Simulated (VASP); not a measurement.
Wanted: the native input for a VASP 6.6.1 run.

- Task: single point
- Functional: PBE
- Potentials or basis: VASP PAW PBE potentials, release 64 (Mo_sv)
- Cutoff: 520 eV
- k mesh: 7 × 7 × 1
- Occupations: gaussian, width 0.1 eV
- Spin: no spin polarisation
- Dipole correction: yes
- Further INCAR settings: ALGO = Normal; EDIFF = 1e-07; NBANDS = 81

The structure of Mo lies in POSCAR:

```
Mo
1.0
    4.4695390375      0.0000000000      0.0000000000
    0.0000000000      4.4695390375      0.0000000000
    0.0000000000      0.0000000000     23.3208827244
Mo
10
Direct
    0.0000000000      0.5000000000      0.3644802000
    0.5000000000      0.0000000000      0.3644802000
    0.0000000000      0.0000000000      0.4322401000
    0.5000000000      0.5000000000      0.4322401000
    0.0000000000      0.5000000000      0.4980968713
    0.5000000000      0.0000000000      0.4980968713
    0.0000000000      0.0000000000      0.5688791008
    0.5000000000      0.5000000000      0.5688791008
    0.0000000000      0.5000000000      0.6275526979
    0.5000000000      0.0000000000      0.6275526979
```

One way to write it, as run:

INCAR

```
  ALGO = Normal
  DIPOL = 0.5 0.5 0.498
  EDIFF = 1E-7
  ENCUT = 520
  GGA = PE
  IDIPOL = 3
  ISIF = 2
  ISMEAR = 0
  LASPH = T
  LCHARG = F
  LDIPOL = T
  LREAL = F
  LWAVE = F
  NBANDS = 81
  NELM = 60
  PREC = Accurate
  SIGMA = 0.1
```

KPOINTS

```
k-points
0
Gamma
  7 7 1
```

Potentials or basis: VASP PAW PBE potentials, release 64 (Mo_sv).

Launch:

```console
$ cat potpaw_PBE.64/Mo_sv/POTCAR > POTCAR
$ mpirun -np 1 vasp_std > vasp.out
```

Results of the run:

The largest force is 1.125 eV/Å and the band gap on the k mesh is zero (bands 70 and 71 overlap by 0.46 eV).

Run time: 12 min on 1 thread of AMD EPYC 9R45 96-Core Processor (Zen 5), with other jobs on the host, peak memory 0.62 GiB.
